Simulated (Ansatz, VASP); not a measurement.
# Two plane-wave programs on TiO2

```
Ti O
1.0
     2.70603   -2.70666    0.00000
     2.70603    2.70666    0.00000
    -2.63353    0.00000    4.79664
Ti O
2 4
Direct
  0.86589 0.13411 0.75000
  0.13411 0.86589 0.25000
  0.08876 0.33122 0.16715
  0.91124 0.66878 0.83285
  0.66878 0.91124 0.33285
  0.33122 0.08876 0.66715
```

Alike in both runs: functional PBE; k mesh 8 × 8 × 6; occupations fermi-dirac, width 0.05 eV; no spin polarisation; Hubbard terms Ti d U = 1.0 eV.

|  | VASP | Ansatz |
| --- | --- | --- |
| version | VASP 6.6.1 | Ansatz 0.2.0 |
| potentials or method | VASP PAW PBE potentials, release 64 (Ti_sv, O) | Ansatz PAW |
| plane-wave cutoff (eV) | 520 | 420 |
| valence electrons in the cell | 48 | 48 |
| task | single point | band structure |

```tsv
	VASP	Ansatz	Ansatz less VASP
gap on the k mesh at the Fermi level (eV)	2.18	2.18	+0.004
least direct gap on the mesh (eV)	2.53	2.53	0.000
pressure (GPa)	0.7	-1.0	-1.62
traceless stress, the component that is largest in VASP (GPa)	0.15	0.29	+0.142
rms of the force components (eV/Å)	0.053	0.069	+0.0156
```

The programs project onto different local orbitals, so the same U acts differently, and such runs can settle in different states. Atom by atom the forces differ by 0.032 eV/Å (rms over components).
